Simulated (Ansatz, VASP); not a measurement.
**One calculation of Rb, two programs**

File INCAR:

```
SYSTEM = Rb
ALGO = Normal
EDIFF = 1E-6
ENCUT = 500
GGA = LIBXC
GGA_COMPAT = .FALSE.
ISIF = 2
ISMEAR = -1
LASPH = .TRUE.
LCHARG = .FALSE.
LIBXC1 = GGA_X_RPBE
LIBXC2 = GGA_C_LYP
LREAL = .FALSE.
LWAVE = .FALSE.
NBANDS = 10
NELM = 120
PREC = Accurate
SIGMA = 0.01
```

KPOINTS

```
k-points
0
G
  7 7 7
  0 0 0
```

The input POSCAR:

```
Rb
1.0
   -2.7836907084      2.7836907084      2.7836907084
    2.7836907084     -2.7836907084      2.7836907084
    2.7836907084      2.7836907084     -2.7836907084
Rb
1
Direct
    0.0000000000      0.0000000000      0.0000000000
```

File input.yaml:

```yaml
crystal:
  lattice:
    - [-2.7836907084, 2.7836907084, 2.7836907084]
    - [2.7836907084, -2.7836907084, 2.7836907084]
    - [2.7836907084, 2.7836907084, -2.7836907084]
  atoms:
    - { symbol: Rb, position: [0.0, 0.0, 0.0] }
kpoints:
  mp_grid: { grid: [7, 7, 7] }
scf:
  occupations: { method: fermi_dirac, width: 0.01 }
hamiltonian:
  xc: { exchange: rpbe, correlation: lyp }
  pseudopotentials: { kind: all_electron, lapw: { basis_error: 0.0005 } }
output:
  forces: true
  stress: true
  eigenvalues: true
```

Change from the starting cell: volume scaled by 0.98.

Alike in both runs: task single point; functional rpbe exchange, lyp correlation; k mesh 7 × 7 × 7; occupations fermi-dirac, width 0.01 eV; no spin polarisation.

```csv
,VASP,Ansatz
version,VASP 6.6.1,Ansatz 0.2.0
potentials or method,"VASP PAW PBE potentials, release 64 (Rb_sv), cutoff 500 eV","all-electron LAPW, scalar-relativistic"
```

|  | VASP | Ansatz | Ansatz less VASP |
| --- | --- | --- | --- |
| gap on the k mesh at the Fermi level (eV) | none | none | - |
| pressure (GPa) | 0.5 | 0.5 | 0.00 |

VASP's potentials were made for PBE, not for rpbe exchange, lyp correlation. A gap of «none» marks a metal or a gap that the smearing closes. Ansatz ran all-electron here, and VASP with PAW potentials.
